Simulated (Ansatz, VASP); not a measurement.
**Tc: VASP beside Ansatz**

The input INCAR:

```
SYSTEM = Tc
PREC = Accurate ; ENCUT = 520
EDIFF = 1E-8 ; ISMEAR = -1
SIGMA = 0.08 ; LREAL = .False.
LASPH = .True. ; NELM = 100
ALGO = Normal ; ISIF = 2
LWAVE = .False. ; LCHARG = .False.
GGA = CA ; LEFG = .True.
NBANDS = 20
```

The input KPOINTS:

```
regular mesh
0
Gamma
  17 17 9
  0 0 0
```

The input POSCAR:

```
Tc
1.0
    2.7308362218      0.0000000000      0.0000000000
   -1.3654181109      2.3649735417      0.0000000000
    0.0000000000      0.0000000000      4.3832908600
Tc
2
Direct
    0.3333333333      0.6666666667      0.2500000000
    0.6666666667      0.3333333333      0.7500000000
```

Input for Ansatz:

```yaml
crystal:
  lattice:
    - [2.7308362218, 0.0, 0.0]
    - [-1.3654181109, 2.3649735417, 0.0]
    - [0.0, 0.0, 4.38329086]
  atoms:
    - { symbol: Tc, position: [0.3333333333, 0.6666666667, 0.25] }
    - { symbol: Tc, position: [0.6666666667, 0.3333333333, 0.75] }
kpoints:
  mp_grid: { grid: [17, 17, 9] }
scf:
  occupations: { method: fermi_dirac, width: 0.08 }
hamiltonian:
  xc: lda
  pseudopotentials: { kind: all_electron, datasets: crystal }
output:
  forces: true
  stress: true
  eigenvalues: true
  efg: { contact_densities: true }
```

Change from the starting cell: volume scaled by 0.99, crystal datasets.

Alike in both runs: task electric field gradients; functional LDA; k mesh 17 × 17 × 9; occupations fermi-dirac, width 0.08 eV; no spin polarisation.

```csv
,VASP,Ansatz
version,VASP 6.6.1,Ansatz 0.2.0
potentials or method,"VASP PAW LDA potentials, release 64 (Tc_pv), cutoff 520 eV","all-electron PAW with datasets made for the crystal, scalar-relativistic"
```

Ansatz gave:

| Property | Result |
| --- | --- |
| pressure (GPa) | -8.7 |
| traceless stress, the component that is largest in VASP (GPa) | -1.12 |
| size of Vzz on the site where it differs most (V/Å²) | 16.4 |

Which values does VASP return?

Pressure (GPa): -8.7; traceless stress, the component that is largest in VASP (GPa): -1.14; size of Vzz on the site where it differs most (V/Å²): 16.4.

LDA's correlation is that of Perdew and Zunger in VASP and of Perdew and Wang (1992) in Ansatz. Ansatz ran all-electron here, and VASP with PAW potentials.
